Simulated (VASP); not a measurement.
## Al: single point with PBE

Crystal: Al.

```
CELL_PARAMETERS angstrom
0.00000 2.40091 2.40091
2.40091 0.00000 2.40091
2.40091 2.40091 0.00000
ATOMIC_POSITIONS crystal
Al 0.87500 0.87500 0.87500
Al 0.12500 0.12500 0.12500
```

This cell differs from its parent crystal: volume scaled by 0.5.

| Quantity | Value |
| --- | --- |
| Program | VASP 6.6.1 |
| Task | single point |
| Functional | PBE |
| Potentials or basis | VASP PAW PBE potentials, release 64 (Al) |
| Cutoff | 520 eV |
| k mesh | 12 × 12 × 12 |
| Occupations | fermi-dirac, width 0.05 eV |
| Spin | no spin polarisation |

The pressure is 96.6 GPa and the band gap on the k mesh is zero (band 3 reaches 12.74 eV, above the bottom of band 4 at 5.73 eV).

Levels at points of the mesh, in eV from the Fermi level:
```
           k point  band 1  band 2  band 3  band 4  band 5  band 6
(0.00, 0.00, 0.00)  -11.76    3.65    3.65    3.65    5.31    5.31
(0.50, 0.00, 0.00)   -7.70   -6.50    2.25    2.25    4.71    4.71
(0.50, 0.50, 0.00)   -5.71   -5.71   -0.71   -0.71    1.69    1.69
```

It took 32 s on 1 thread of Intel Xeon 8259CL (shared host), peak memory 0.16 GiB.
